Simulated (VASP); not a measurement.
# LuF4: relaxation of cell and atoms with PBE

LuF4:

```
Lu F
1.0
     2.94553    1.70060    2.64924
    -2.94553    1.70060    2.64924
     0.00000   -3.40120    2.64924
Lu F
1 4
Direct
  0.20630 0.20630 0.20630
  0.96871 0.96871 0.96871
  0.30779 0.78540 0.30779
  0.30779 0.30779 0.78540
  0.78540 0.30779 0.30779
```

The cell was built from a structure type or drawn by symmetry, and may not be a known phase.

```yaml
Program: VASP 6.6.1
Task: relaxation of cell and atoms
Functional: PBE
Potentials_or_basis: VASP PAW PBE potentials, release 64 (Lu, F)
Cutoff: 600 eV
k_mesh: 6 × 6 × 6
Occupations: gaussian, width 0.1 eV
Spin: no spin polarisation
Dipole_correction: no
Further_INCAR_settings: ALGO = Normal; EDIFF = 1e-06; IBRION = 2; EDIFFG = -0.04; NSW = 90; ISIF = 3
```

* Relaxed volume: 15.50 Å³/atom
* Relaxed cell: a = 4.302 Å, b = 4.302 Å, c = 4.302 Å, α = 97.35°, β = 97.35°, γ = 97.35°
* Space group after relaxing (to 0.1 Å): R3m (No. 160)
* Energy gained by relaxing: 558.8 meV/atom
* Ionic steps: 37
* Pressure after relaxing: 0.0 GPa
* Largest force after relaxing: 0.040 eV/Å
* Band gap on the k mesh: zero (an odd number of electrons rules out a gap without spin polarisation)

Forces on the atoms (eV/Å):
```
Lu   0.000  0.000 -0.040
F    0.000  0.000  0.000
F   -0.019  0.011  0.013
F    0.000 -0.021  0.013
F    0.019  0.011  0.013
```

Stress tensor (GPa, compression positive):
```
 0.01  0.00  0.00
 0.00  0.01  0.00
 0.00  0.00 -0.11
```

The path:
```tsv
step	energy change (eV)	largest force (eV/Å)	pressure (GPa)	volume (Å³)
1	0.0000	8.9726	24.51	79.62
2	-0.5364	0.9829	-12.60	111.09
3	-2.1259	0.4722	-6.37	91.58
4	-2.1477	0.6571	-5.67	90.70
5	-2.1562	1.0393	-3.67	89.25
6	-2.1576	0.9425	-4.01	89.58
7	-2.4193	0.9895	-2.36	85.20
8	-2.5908	0.7512	-0.80	80.13
9	-1.8034	2.4925	19.08	70.27
10	-2.5885	0.9729	2.31	79.01
11	-2.6433	0.5453	0.50	79.86
12	-2.6440	0.4165	1.19	79.75
13	-2.6860	0.2456	-0.98	81.45
14	-2.6944	0.1761	-1.98	82.42
15	-2.7279	0.2090	-0.94	81.32
16	-2.7411	0.5905	2.05	79.61
17	-2.7415	0.4124	0.14	80.28
18	-2.7421	0.4530	-0.03	80.12
19	-2.7641	0.2821	0.34	79.35
20	-2.7759	0.2267	0.93	78.29
21	-2.7842	0.2030	-1.18	79.20
22	-2.7841	0.2055	-0.56	79.10
23	-2.7894	0.0550	0.02	78.67
24	-2.7898	0.0794	-0.28	78.59
25	-2.7900	0.1314	-0.17	78.42
26	-2.7900	0.1121	-0.43	78.47
27	-2.7916	0.1405	0.62	77.55
28	-2.7915	0.1338	-0.18	77.75
29	-2.7916	0.1390	0.28	77.60
30	-2.7916	0.1392	0.54	77.58
31	-2.7931	0.0591	0.15	77.43
32	-2.7934	0.0847	0.21	77.33
33	-2.7939	0.0404	-1.36	77.50
34	-2.7938	0.0487	0.07	77.46
35	-2.7938	0.0452	0.02	77.47
36	-2.7938	0.0416	0.00	77.49
37	-2.7939	0.0398	-0.03	77.49
```

Final structure:
```
Lu F
1.0
     3.23092    1.86538    2.14298
    -3.23092    1.86538    2.14298
     0.00000   -3.73075    2.14298
Lu F
1 4
Direct
  0.25002 0.25002 0.25002
  0.91057 0.91057 0.91057
  0.32314 0.76913 0.32314
  0.32314 0.32314 0.76913
  0.76913 0.32314 0.32314
```

Levels at points of the mesh, in eV from the Fermi level:
```csv
k point,band 25,band 26,band 27,band 28,band 29,band 30
"(0.00, 0.00, 0.00)",-0.08,-0.08,-0.08,7.91,8.43,8.43
"(0.50, 0.00, 0.00)",-0.21,-0.16,-0.01,8.61,9.09,9.72
"(0.50, 0.50, 0.00)",-0.21,-0.13,0.00,9.04,9.42,10.22
"(0.50, 0.50, 0.50)",-0.10,0.06,0.06,9.62,9.62,10.27
```

Wall time 27 min on 1 thread of Intel(R) Xeon(R) 6975P-C (Granite Rapids), on a shared host, peak memory 0.28 GiB.

Caveat: spin-orbit coupling is left out, which moves the levels of the heavy elements; an odd number of electrons without spin polarisation forces a metal; a magnetic or distorted state may lie lower.
